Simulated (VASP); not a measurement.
Input of a VASP 6.6.1 run:

Contents of POSCAR:

```
PtS2
1.0
    3.5526240966      0.0000000000      0.0000000000
   -1.7763120483      3.0766627178      0.0000000000
    0.0000000000      0.0000000000      5.1228306018
Pt S
1 2
Direct
    0.0000000000      0.0000000000      0.0000000000
    0.3333333333      0.6666666667      0.2392542178
    0.6666666667      0.3333333333      0.7607457822
```

Contents of INCAR.step1:

```
SYSTEM = PtS2
ALGO = Normal ; EDIFF = 1E-4
ENCUT = 520 ; GGA = PE
ISMEAR = 0 ; LASPH = .True.
LCHARG = .False. ; LREAL = .False.
LWAVE = .True. ; NBANDS = 18
NELM = 80 ; PREC = Accurate
SIGMA = 0.01
```

File INCAR.step2:

```
SYSTEM = PtS2
ALGO = Normal ; EDIFF = 1E-6
ENCUT = 520 ; ISIF = 2
ISMEAR = 0 ; ISTART = 1
LASPH = .True. ; LCHARG = .False.
LMIXTAU = .True. ; LREAL = .False.
LWAVE = .False. ; METAGGA = R2SCAN
NBANDS = 18 ; NELM = 80
PREC = Accurate ; SIGMA = 0.01
```

The input KPOINTS:

```
k-points
0
Gamma
  12 12 6
  0 0 0
```

Potentials or basis: VASP PAW PBE potentials, release 64 (Pt, S).

Launch:

```sh
$ cat potpaw_PBE.64/Pt/POTCAR potpaw_PBE.64/S/POTCAR > POTCAR
$ cp INCAR.step1 INCAR
$ mpirun -np 1 vasp_std > vasp.out
$ cp INCAR.step2 INCAR
$ mpirun -np 1 vasp_std > vasp.out
```

**Question.** What does it give for the largest force?

**Answer.** 0.049 eV/Å.

**Question.** Predict the band gap on the k mesh.

**Answer.** 0.87 eV (least direct gap 1.14 eV).

**Question.** What does it give for the pressure?

**Answer.** 1.2 GPa.

Forces in eV/Å, atoms in the order of the input:
```
Pt   0.000  0.000  0.000
S    0.000  0.000 -0.049
S    0.000  0.000  0.049
```

Caveat: the PAW data sets were made with another functional, which shifts forces and pressure a little; spin-orbit coupling is left out, which moves the levels of the heavy elements. r2SCAN opens gaps a little over a GGA but as a rule still falls short of measured ones.
